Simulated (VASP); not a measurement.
Here is a VASP 6.6.1 calculation.

INCAR

```
  PREC = Accurate
  ENCUT = 520
  EDIFF = 1E-7
  ISMEAR = -1
  SIGMA = 0.03
  LREAL = F
  LASPH = T
  NELM = 100
  ALGO = Normal
  ISIF = 2
  LWAVE = F
  LCHARG = T
  GGA = PE
  LELF = T
  LVHAR = T
  NBANDS = 21
```

File KPOINTS:

```
Automatic mesh
0
Gamma
  14 14 8
```

POSCAR

```
Ru
1.0
    2.7588676960      0.0000000000      0.0000000000
   -1.3794338480      2.3892495105      0.0000000000
    0.0000000000      0.0000000000      4.3658801443
Ru
2
Direct
    0.3333333333      0.6666666667      0.2500000000
    0.6666666667      0.3333333333      0.7500000000
```

Potentials or basis: VASP PAW PBE potentials, release 64 (Ru_pv).

Run with:

```console
$ cat potpaw_PBE.64/Ru_pv/POTCAR > POTCAR
$ mpirun -np 1 vasp_std > vasp.out
```

Task: Predict the band gap on the k mesh.

Result: Zero (band 14 reaches 13.27 eV, above the bottom of band 15 at 10.42 eV).

Task: Estimate the pressure.

Result: -12.5 GPa.

Stress tensor (GPa, compression positive):
```
-11.69   0.00   0.00
  0.00 -11.69   0.00
  0.00   0.00 -14.11
```
